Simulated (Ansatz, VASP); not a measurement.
**One calculation of Ge, two programs**

INCAR

```
PREC = Accurate
ENCUT = 520
EDIFF = 1E-7
ISMEAR = -1
SIGMA = 0.05
LREAL = F
LASPH = T
NELM = 60
ALGO = Normal
ISIF = 2
LWAVE = F
LCHARG = F
GGA = CA
NBANDS = 21
```

Contents of KPOINTS:

```
regular mesh
0
Gamma
  9 9 9
```

Contents of POSCAR:

```
Ge
1.0
    0.0000000000      2.8147752533      2.8147752533
    2.8147752533      0.0000000000      2.8147752533
    2.8147752533      2.8147752533      0.0000000000
Ge
2
Direct
    0.5000000000      0.5000000000      0.5000000000
    0.7500000000      0.7500000000      0.7500000000
```

Input for Ansatz:

```yaml
crystal:
  lattice:
    - [0.0, 2.8147752533, 2.8147752533]
    - [2.8147752533, 0.0, 2.8147752533]
    - [2.8147752533, 2.8147752533, 0.0]
  atoms:
    - { symbol: Ge, position: [0.5, 0.5, 0.5] }
    - { symbol: Ge, position: [0.75, 0.75, 0.75] }
hamiltonian:
  xc: lda
  pseudopotentials:
    kind: paw
    azcp:
      Ge: "pseudopotentials/Ge.paw.azcp"
basis:
  ecutwfc: 420
  fft_grid_basis: typed
kpoints:
  mp_grid: { grid: [9, 9, 9], shift: [0, 0, 0] }
magnetization:
  spin_polarized: false
scf:
  occupations: { method: fermi_dirac, width: 0.05 }
  lower_state_search: "off"
output:
  stress: true
```

Alike in both runs: task single point; functional LDA; k mesh 9 × 9 × 9; occupations fermi-dirac, width 0.05 eV; no spin polarisation.

```csv
,VASP,Ansatz
version,VASP 6.6.1,Ansatz 0.2.0
potentials or method,"VASP PAW LDA potentials, release 64 (Ge_d), cutoff 520 eV","plane waves (420 eV) with PAW, scalar-relativistic"
valence electrons in the cell,28,28
```

```tsv
	VASP	Ansatz	Ansatz less VASP
pressure (GPa)	-0.1	-0.3	-0.19
```

Ansatz warns that its potentials were made for another functional, while VASP's fit it. LDA's correlation is that of Perdew and Zunger in VASP and of Perdew and Wang (1992) in Ansatz.
